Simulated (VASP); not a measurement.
# Ta in VASP: relaxation of cell and atoms with PBE

Aim: the relaxation of cell and atoms of Ta with PBE.

Program: VASP 6.6.1. These are calculated values, not measurements. Logs are shortened: lines on timing, memory, paths and dates and some standing lists are left out, and cuts for length are marked.

## Step 1: The cell of the first run

The cell holds a disordered packing, 12 atoms: a = 6.541 Å, b = 6.383 Å, c = 6.896 Å, α = 95.53°, β = 87.63°, γ = 99.71°.

## Step 2: Relaxation of cell and atoms, PBE

The input, INCAR:

```
SYSTEM = Ta
PREC = Accurate ; ENCUT = 600
EDIFF = 1E-6 ; ISMEAR = 0
SIGMA = 0.1 ; LREAL = .FALSE.
LASPH = .TRUE. ; NELM = 100
ALGO = Normal ; ISIF = 3
LWAVE = .FALSE. ; LCHARG = .FALSE.
GGA = PE ; IBRION = 2
NSW = 90 ; EDIFFG = -0.04
ISYM = 0
```

The input, KPOINTS:

```
Automatic mesh
0
Gamma
  2 2 2
  0.5 0.5 0.5
```

The input, POSCAR:

```
Ta
1.0
    6.5175240000     -0.5440940000      0.1265990000
   -0.5440940000      6.3524020000     -0.3153800000
    0.1265990000     -0.3153800000      6.8878170000
Ta
12
Direct
    0.0877716420      0.1766578403      0.6323594367
    0.2019754228      0.3604617656      0.0841964588
    0.8377716420      0.4266578403      0.3823594367
    0.5877716420      0.6766578403      0.1323594367
    0.5198735324      0.3935598029      0.7332779477
    0.3377716420      0.9266578403      0.8823594367
    0.4519754228      0.1104617656      0.3341964588
    0.7698735324      0.1435598029      0.9832779477
    0.7019754228      0.8604617656      0.5841964588
    0.2698735324      0.6435598029      0.4832779477
    0.9519754228      0.6104617656      0.8341964588
    0.0198735324      0.8935598029      0.2332779477
```

Potentials or basis: VASP PAW PBE potentials, release 64 (Ta_pv).

Command:

```console
$ cat potpaw_PBE.64/Ta_pv/POTCAR > POTCAR
$ mpirun -np 1 vasp_std > vasp.out
```

OUTCAR:

```text
SYSTEM = Ta
   PREC = Accurate
   ENCUT = 600
   EDIFF = 1E-6
   ISMEAR = 0
   LREAL = .FALSE.
   LASPH = .TRUE.
   NELM = 100
   ISIF = 3
   GGA = PE
   IBRION = 2
   NSW = 90
   EDIFFG = -0.04
   ISYM = 0

 ion  position               nearest neighbor table
   1  0.088  0.177  0.632-   9 2.96   5 3.01   8 3.12   3 3.14   6 3.14   7 3.14  12 3.15  11 3.22
                            10 3.26   2 3.29
   2  0.202  0.360  0.084-   4 2.96   8 3.01   5 3.12   7 3.14  11 3.14   3 3.14  10 3.15   6 3.22
                            12 3.26   1 3.29
   3  0.838  0.427  0.382-   7 2.96  10 3.01   5 3.12   4 3.14   1 3.14   2 3.14   8 3.15   9 3.22
                            12 3.26  11 3.29
   4  0.588  0.677  0.132-   2 2.96  12 3.01  10 3.12   3 3.14   6 3.14  11 3.14   5 3.15   7 3.22
                             8 3.26   9 3.29
   5  0.520  0.394  0.733-   1 3.01  11 3.01   3 3.12   2 3.12  10 3.14   8 3.14   7 3.15   4 3.15
                             6 3.26   9 3.26
   6  0.338  0.927  0.882-  11 2.96   8 3.01  12 3.12   4 3.14   1 3.14   9 3.14  10 3.15   2 3.22
                             5 3.26   7 3.29
   7  0.452  0.110  0.334-   3 2.96  12 3.01   8 3.12   9 3.14   2 3.14   1 3.14   5 3.15   4 3.22
                            10 3.26   6 3.29
   8  0.770  0.144  0.983-   6 3.01   2 3.01   1 3.12   7 3.12   5 3.14  12 3.14   9 3.15   3 3.15
                             4 3.26  11 3.26
   9  0.702  0.860  0.584-   1 2.96  10 3.01  12 3.12  11 3.14   7 3.14   6 3.14   8 3.15   3 3.22
                             5 3.26   4 3.29
  10  0.270  0.644  0.483-   3 3.01   9 3.01   4 3.12  11 3.12   5 3.14  12 3.14   2 3.15   6 3.15
                             1 3.26   7 3.26
  11  0.952  0.610  0.834-   6 2.96   5 3.01  10 3.12   9 3.14   2 3.14   4 3.14  12 3.15   1 3.22
                             8 3.26   3 3.29
  12  0.020  0.894  0.233-   4 3.01   7 3.01   6 3.12   9 3.12   8 3.14  10 3.14  11 3.15   1 3.15
                             3 3.26   2 3.26

IMPORTANT INFORMATION: All symmetrisations will be switched off!
NOSYMM: (Re-)initialisation of all symmetry stuff for point group C_1.

----------------------------------------------------------------------------------------

                                     Primitive cell

  volume of cell :     282.4233

  direct lattice vectors                    reciprocal lattice vectors
     6.517524000 -0.544094000  0.126599000     0.154571969  0.013128144 -0.002239941
    -0.544094000  6.352402000 -0.315380000     0.013128144  0.158894444  0.007034176
     0.126599000 -0.315380000  6.887817000    -0.002239941  0.007034176  0.145547132

  length of vectors
     6.541420693  6.383456273  6.896195681     0.155144639  0.159590952  0.145734226

  position of ions in fractional coordinates (direct lattice)
     0.087771642  0.176657840  0.632359437
     0.201975423  0.360461766  0.084196459
     0.837771642  0.426657840  0.382359437
     0.587771642  0.676657840  0.132359437
[... 103 lines left out ...]
   LEPSILON=     F    determine dielectric tensor
   LRPA    =     F    only Hartree local field effects (RPA)
 conjugate gradient relaxation of ions
 non-spin polarized calculation
 Gauss-broadening in eV      SIGMA  =   0.10
  energy-cutoff  :      600.00
  volume of cell :      282.42
 maximum number of plane-waves:      9435
 NGX is ok and might be reduce to    54
   NGX = 27   NGY = 25   NGZ = 27

--------------------------------------- Ionic step        1  -------------------------------------------

 number of electron     132.0000007 magnetization

 Free energy of the ion-electron system (eV)
  ---------------------------------------------------
  ext. energy  EPLUGINS =         0.00000000
  ---------------------------------------------------
  free energy    TOTEN  =      -132.83521067 eV

  energy without entropy =     -132.73936349  energy(sigma->0) =     -132.78728708

------------------------ aborting loop because EDIFF is reached ----------------------------------------

  FORCE on cell =-STRESS in cart. coord.  units (eV):
  Direction    XX          YY          ZZ          XY          YZ          ZX
  --------------------------------------------------------------------------------------
  -------------------------------------------------------------------------------------
  Total      -42.4199481    -45.4523326    -46.7393780      7.6977802      2.4476408      1.6960532
  in kB     -240.6468983   -257.8495104   -265.1508744     43.6692406     13.8853816      9.6216514
  external PRESSURE =    -254.5490944 kB  Pullay stress =       0.0000000 kB
[... 119 lines left out ...]
  FREE ENERGIE OF THE ION-ELECTRON SYSTEM (eV)
  ---------------------------------------------------
  free  energy   TOTEN  =      -138.1688682137 eV

  energy  without entropy=     -138.1046962696  energy(sigma->0) =     -138.13678224

[... ionic steps 4 to 41 ...]

--------------------------------------- Ionic step       42  -------------------------------------------

 number of electron     132.0000001 magnetization

------------------------ aborting loop because EDIFF is reached ----------------------------------------
[... 87 lines left out ...]
--------------------------------------- Ionic step       44  -------------------------------------------

 number of electron     132.0000001 magnetization

 Free energy of the ion-electron system (eV)
  ---------------------------------------------------
  ext. energy  EPLUGINS =         0.00000000
  ---------------------------------------------------
  free energy    TOTEN  =      -140.90568067 eV

  energy without entropy =     -140.85878600  energy(sigma->0) =     -140.88223334

 E-fermi :   5.1859     XC(G=0): -12.4797

 val. band max:        5.1445959625   @ k =   0.2500   0.2500   0.2500
 cond. band min:       5.2302384665   @ k =   0.2500  -0.2500   0.2500
 fundamental gap:      0.0856425041
 Fermi energy:         5.1859070035

 k-point     1 :       0.2500    0.2500    0.2500
  band No.  band energies     occupation
      1     -28.9441      2.00000
      2     -28.9335      2.00000
      3     -28.8678      2.00000
      4     -28.8446      2.00000
      5     -28.8419      2.00000
      6     -28.8383      2.00000
[... 313 lines left out ...]
     77       7.7709      0.00000
     78       8.2980      0.00000
 [bands above 78 left out]

------------------------ aborting loop because EDIFF is reached ----------------------------------------

  FORCE on cell =-STRESS in cart. coord.  units (eV):
  Direction    XX          YY          ZZ          XY          YZ          ZX
  --------------------------------------------------------------------------------------
  -------------------------------------------------------------------------------------
  Total        0.0859008     -0.1722585      0.0555615      0.0175717      0.0030760     -0.1205074
  in kB        0.6197943     -1.2428846      0.4008894      0.1267839      0.0221939     -0.8694884
  external PRESSURE =      -0.0740670 kB  Pullay stress =       0.0000000 kB
[... 27 lines left out ...]
  FREE ENERGIE OF THE ION-ELECTRON SYSTEM (eV)
  ---------------------------------------------------
  free  energy   TOTEN  =      -140.9056806665 eV

  energy  without entropy=     -140.8587860039  energy(sigma->0) =     -140.88223334

 reached required accuracy - stopping structural energy minimisation
```

OSZICAR:

```text
N       E                     dE             d eps       ncg     rms          rms(c)
DAV:   1     0.141246918751E+04    0.14125E+04   -0.78172E+04   640   0.185E+03
DAV:   2    -0.605021035467E+02   -0.14730E+04   -0.14424E+04   661   0.524E+02
DAV:   3    -0.136698177090E+03   -0.76196E+02   -0.72189E+02   840   0.940E+01
[... 479 lines left out ...]
DAV:   4    -0.140905685055E+03   -0.15649E-06   -0.66028E-05   752   0.285E-02    0.251E-02
DAV:   5    -0.140905683076E+03    0.19794E-05   -0.77870E-06   673   0.139E-02    0.123E-02
DAV:   6    -0.140905681698E+03    0.13774E-05   -0.78279E-06   672   0.185E-02    0.482E-03
DAV:   7    -0.140905680622E+03    0.10760E-05   -0.18769E-06   504   0.103E-02    0.129E-03
DAV:   8    -0.140905680666E+03   -0.44358E-07   -0.46366E-07   400   0.298E-03
  44 F= -.14090568E+03 E0= -.14088223E+03  d E =-.916112E-03
```

CONTCAR:

```text
Ta
   1.00000000000000
     5.5585605838733683    0.3856784123287499    0.3410577777577859
     0.3297251536311766    5.4774145554070612   -0.2668556866429658
     0.2654993375883645   -0.2039677220549375    7.3518571863551996
  Ta
    12
Direct
     0.1033296268797488    0.1445585480669010    0.6492973163777586
     0.1864178872586184    0.3925616080637978    0.0672577282344078
     0.8533297357317462    0.3945598544388939    0.3993003338109813
     0.6033291509709574    0.6445615817348624    0.1493043692085999
     0.5198742539284686    0.3935572804937671    0.7332763746231862
     0.3533294808935643    0.8945605813284765    0.8993012755479471
     0.4364173308816219    0.1425610847157791    0.3172554304542160
     0.7698745460269474    0.1435598617019479    0.9832812876587581
     0.6864158583938358    0.8925590906627742    0.5672508238254201
     0.2698736233318146    0.6435579009064606    0.4832761400996226
     0.9364168381207467    0.6425598482262356    0.8172530696187714
     0.0198740563819104    0.8935603948601164    0.2332812233403467

  0.00000000E+00  0.00000000E+00  0.00000000E+00
  0.00000000E+00  0.00000000E+00  0.00000000E+00
  0.00000000E+00  0.00000000E+00  0.00000000E+00
  0.00000000E+00  0.00000000E+00  0.00000000E+00
  0.00000000E+00  0.00000000E+00  0.00000000E+00
  0.00000000E+00  0.00000000E+00  0.00000000E+00
  0.00000000E+00  0.00000000E+00  0.00000000E+00
  0.00000000E+00  0.00000000E+00  0.00000000E+00
  0.00000000E+00  0.00000000E+00  0.00000000E+00
  0.00000000E+00  0.00000000E+00  0.00000000E+00
  0.00000000E+00  0.00000000E+00  0.00000000E+00
  0.00000000E+00  0.00000000E+00  0.00000000E+00
```

Run time: 67 min. Hardware: 1 thread of Oxide Virtual Turin-like, shared host; peak memory 0.42 GiB.

Results:

```yaml
Free_energy: -140.9057 eV
Relaxed_volume: 18.50 Å³/atom
Relaxed_cell: a = 5.582 Å, b = 5.494 Å, c = 7.359 Å, α = 94.24°, β = 84.55°, γ = 82.78°
Space_group_after_relaxing_to_0.1_Å: R-3m (No. 166)
Pressure_after_relaxing: 0.0 GPa
Largest_force_after_relaxing: 0.038 eV/Å
Band_gap_on_the_k_mesh: zero (bands 66 and 67 overlap by 0.31 eV)
```

Forces on the atoms (eV/Å):
```
Ta  -0.022 -0.023  0.021
Ta   0.021  0.023 -0.021
Ta  -0.022 -0.023  0.021
Ta  -0.021 -0.023  0.020
Ta   0.000  0.000  0.000
Ta  -0.022 -0.023  0.021
Ta   0.021  0.023 -0.021
Ta   0.000  0.000  0.000
Ta   0.022  0.023 -0.020
Ta   0.000  0.000  0.000
Ta   0.022  0.023 -0.021
Ta   0.000  0.000  0.000
```

Final structure:
```cif
data_structure
_symmetry_space_group_name_H-M 'P 1'
_symmetry_Int_Tables_number 1
_cell_length_a 5.5824
_cell_length_b 5.4938
_cell_length_c 7.3595
_cell_angle_alpha 94.243
_cell_angle_beta 84.546
_cell_angle_gamma 82.780
_cell_volume 222.05
loop_
_atom_site_label
_atom_site_type_symbol
_atom_site_fract_x
_atom_site_fract_y
_atom_site_fract_z
_atom_site_occupancy
Ta1 Ta 0.10333 0.14456 0.64930 1
Ta2 Ta 0.18642 0.39256 0.06726 1
Ta3 Ta 0.85333 0.39456 0.39930 1
Ta4 Ta 0.60333 0.64456 0.14930 1
Ta5 Ta 0.51987 0.39356 0.73328 1
Ta6 Ta 0.35333 0.89456 0.89930 1
Ta7 Ta 0.43642 0.14256 0.31726 1
Ta8 Ta 0.76987 0.14356 0.98328 1
Ta9 Ta 0.68642 0.89256 0.56725 1
Ta10 Ta 0.26987 0.64356 0.48328 1
Ta11 Ta 0.93642 0.64256 0.81725 1
Ta12 Ta 0.01987 0.89356 0.23328 1
```

Caveat: the k points lie up to 0.58 Å⁻¹ apart in the final cell; the volume moved by over 15 % at a fixed basis, so the end points are rough; spin-orbit coupling is left out, which moves the levels of the heavy elements.

The gap in the log of VASP goes by the Fermi energy; the results here count the filled bands.